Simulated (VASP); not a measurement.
Runs of VASP 6.6.1 on Pd. The structure is that of space group Im-3m (No. 229), or close to it. The cells are those of the table. 

```csv
task,level,potentials or basis,cell,cutoff (eV),gap on the mesh (eV),pressure (GPa),relaxed volume (Å³/atom)
relaxation of cell and atoms,BLYP,"VASP PAW PBE potentials, release 64 (Pd)","relaxed from a = 2.723 Å, angles 109.5°, 1 atom",600,none,-0.1,16.50
single point,LDA,"VASP PAW LDA potentials, release 64 (Pd)","a = 2.645 Å, angles 109.5°, 1 atom",520,none,(b),-
relaxation of cell and atoms,revPBE+D4,"VASP PAW PBE potentials, release 64 (Pd)","relaxed from a = 2.723 Å, angles 109.5°, 1 atom",600,none,-0.1,14.98
relaxation of cell and atoms,LDA,"VASP PAW LDA potentials, release 64 (Pd)","relaxed from a = 2.723 Å, angles 109.5°, 1 atom",600,none,0.0,14.27
relaxation of cell and atoms,PBE+D3(BJ),"VASP PAW PBE potentials, release 64 (Pd)","relaxed from a = 2.723 Å, angles 109.5°, 1 atom",600,none,0.0,(a)
```

Alike in all rows: no spin polarisation; k mesh 12 × 12 × 12; smearing fermi-dirac 0.05 eV.

Problem. Fill in the values left out.

Solution. (a) 14.79; (b) 0.2.

Caveats: the PAW data sets were made with another functional, which shifts forces and pressure a little (some runs); pairwise dispersion overbinds metals, which lowers pressure and volume (some runs).

A k mesh can miss the band edges, and the runs leave out spin-orbit coupling on Pd.

A gap of «none» marks levels without a gap at the run's occupations.
